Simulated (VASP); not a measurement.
A run of VASP 6.6.1 is set up as follows.

File POSCAR:

```
HfO2
1.0
    0.0000000000      2.5291609878      2.4659319631
    2.5291609878      0.0000000000      2.4659319631
    2.5291609878      2.5291609878      0.0000000000
Hf O
1 2
Direct
    0.0000000000      0.0000000000      0.0000000000
    0.2500000000      0.2500000000      0.2500000000
    0.7500000000      0.7500000000      0.7500000000
```

The input INCAR.step1:

```
SYSTEM = HfO2
PREC = Accurate ; ENCUT = 520
ISMEAR = 0 ; SIGMA = 0.05
LREAL = .False. ; LASPH = .True.
NELM = 80 ; NBANDS = 18
GGA = PE ; ALGO = Normal
EDIFF = 1E-4 ; LWAVE = .True.
LCHARG = .False.
```

File INCAR.step2:

```
SYSTEM = HfO2
PREC = Accurate ; ENCUT = 520
EDIFF = 1E-6 ; ISMEAR = 0
SIGMA = 0.05 ; LREAL = .False.
LASPH = .True. ; NELM = 80
ALGO = Normal ; ISIF = 2
LWAVE = .False. ; LCHARG = .False.
METAGGA = R2SCAN ; LMIXTAU = .True.
NBANDS = 18 ; ISTART = 1
```

The input KPOINTS:

```
regular mesh
0
Gamma
  8 8 8
  0 0 0
```

Potentials or basis: VASP PAW PBE potentials, release 64 (Hf_pv, O).

The run is started by

```console
$ cat potpaw_PBE.64/Hf_pv/POTCAR potpaw_PBE.64/O/POTCAR > POTCAR
$ cp INCAR.step1 INCAR
$ mpirun -np 1 vasp_std > vasp.out
$ cp INCAR.step2 INCAR
$ mpirun -np 1 vasp_std > vasp.out
```

Q: Estimate the pressure.

A: 3.1 GPa.

Q: Predict the band gap on the k mesh.

A: 4.15 eV, indirect (least direct gap 4.18 eV).

Stress tensor (GPa, compression positive):
```
-1.29  0.00  0.00
 0.00 -1.29  0.00
 0.00  0.00 11.78
```

Caveat: the cell differs from its parent crystal (strain +0.000 along x and y, -0.025 along z); the PAW data sets were made with another functional, which shifts forces and pressure a little; spin-orbit coupling is left out, which moves the levels of the heavy elements. A k mesh can miss the band edges.
